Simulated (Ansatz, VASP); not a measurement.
## Two plane-wave programs on Mo3H

```
CELL_PARAMETERS angstrom
-2.60515 2.60515 3.99542
2.60515 -2.60515 3.99542
2.60515 2.60515 -3.99542
ATOMIC_POSITIONS crystal
H 0.25000 0.75000 0.50000
H 0.75000 0.25000 0.50000
Mo 0.28909 0.21091 0.50000
Mo 0.21091 0.71091 0.92182
Mo 0.78909 0.28909 0.07818
Mo 0.71091 0.78909 0.50000
Mo 0.25000 0.25000 0.00000
Mo 0.75000 0.75000 0.00000
```

Change from the starting cell: species swapped into the GaPt3 type (I4/mcm, No. 140).

Alike in both runs: functional PBE; k mesh 4 × 4 × 4; occupations gaussian, width 0.2 eV; no spin polarisation.

Ansatz relaxed the structure, and its values are those at the end. VASP's run is a single point on that final structure, the one shown.

|  | VASP | Ansatz |
| --- | --- | --- |
| version | VASP 6.6.1 | Ansatz 0.2.0 |
| potentials or method | VASP PAW PBE potentials, release 64 (H, Mo_sv), cutoff 520 eV | scalar-relativistic, plane waves, PAW |
| valence electrons in the cell | 86 | 86 |

|  | VASP | Ansatz | Ansatz less VASP |
| --- | --- | --- | --- |
| gap on the k mesh at the Fermi level (eV) | none | none | - |
| pressure (GPa) | 0.6 | 0.2 | -0.40 |
| rms of the force components (eV/Å) | 0.002 | 0.005 | +0.0027 |

A gap of «none» marks a metal or a gap that the smearing closes.

The k mesh is coarse, so the values compare programs but aren't converged.
